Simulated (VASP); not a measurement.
EuS: single point with r2SCAN

**Measured values to compare with.**

“Crystal-field mediated electronic transitions of EuS up to 35 GPa”, 2022, pmc:8786971 reports, for a powder of EuS at 300 K: band gap 1.72 eV (optical).

EuS:

```
Eu S
1.0
    -2.93668   -2.93668    5.87335
    -5.87335   -2.93668    2.93668
    -2.93668   -5.87335    2.93668
Eu S
2 2
Direct
  0.00000 0.00000 0.00000
  0.50000 0.50000 0.50000
  0.25000 0.25000 0.25000
  0.75000 0.75000 0.75000
```

```yaml
Program: VASP 6.6.1
Task: single point
Functional: r2SCAN
Potentials_or_basis: VASP PAW PBE potentials, release 64 (Eu, S)
Cutoff: 800 eV
k_mesh: 8 × 8 × 8
Occupations: gaussian, width 0.05 eV
Spin: collinear spin, ferromagnetic start
Starting_moments: "[7.0, 7.0, 0.0, 0.0] μB"
Dipole_correction: no
Further_INCAR_settings: ALGO = Normal; EDIFF = 1e-06; NBANDS = 35
```

```json
{"Pressure": "-0.4 GPa", "Band gap on the k mesh": "zero (filled and empty bands overlap)", "Net moment": "13.98 μB per cell", "Site moments": "Eu +6.52; S -0.08 μB", "Valence electrons inside the program's atomic spheres": "Eu 14.82; S 3.79"}
```

Levels at points of the mesh, in eV from the Fermi level:
Spin up:
| k point | band 27 | band 28 | band 29 | band 30 | band 31 | band 32 | band 33 | band 34 |
| --- | --- | --- | --- | --- | --- | --- | --- | --- |
| (0.00, 0.00, 0.00) | -0.25 | 0.10 | 0.10 | 0.10 | 1.21 | 1.21 | 1.21 | 1.51 |
| (0.50, 0.00, 0.00) | -0.25 | -0.25 | -0.21 | -0.21 | 1.08 | 1.08 | 4.08 | 4.08 |
| (0.50, 0.50, 0.00) | -0.26 | -0.25 | -0.25 | -0.07 | -0.07 | 3.35 | 3.35 | 3.63 |
| (0.50, 0.50, 0.50) | -0.20 | -0.20 | -0.20 | -0.20 | 1.72 | 1.72 | 2.31 | 2.31 |
Spin down:
```
           k point  band 12  band 13  band 14  band 15  band 16  band 17  band 18  band 19  band 20  band 21
(0.00, 0.00, 0.00)    -4.10    -4.10    -2.88    -2.88    -2.88     2.07     2.07     2.07     2.22     3.10
(0.50, 0.00, 0.00)    -4.64    -3.92    -3.92    -3.69    -3.69     1.48     1.48     4.58     4.58     5.26
(0.50, 0.50, 0.00)    -4.10    -4.10    -4.01    -3.22    -3.22    -0.10     3.34     4.44     4.55     4.85
(0.50, 0.50, 0.50)    -4.39    -3.58    -3.58    -3.58    -3.58     2.18     2.18     3.08     3.08     3.08
```

Run time: 40 min on 4 MPI ranks on Intel(R) Xeon(R) 6975P-C (Granite Rapids), with other jobs on the host, peak memory 1.6 GiB a rank.

A measured gap of EuS is 1.72 eV (optical; 300 K; powder; “Crystal-field mediated electronic transitions of EuS up to 35 GPa”, 2022, pmc:8786971); the calculated 0.00 eV misses it by -1.72 eV. So large a miss can be the level of theory's own, or it may mean another phase, state or a wrong row. Spin-orbit coupling on Eu is left out. The value is that of r2SCAN on a finite k mesh, which can miss the band edges, without temperature or zero-point motion. The run's magnetic order (collinear spin, ferromagnetic start) needn't be the measured crystal's.

Caveat: the PAW data sets were made with another functional, which shifts forces and pressure a little; spin-orbit coupling is left out, which moves the levels of the heavy elements; semilocal functionals describe open f shells poorly, which spoils levels, moments and volumes. The state reached can hang on the start; a lower one may exist.
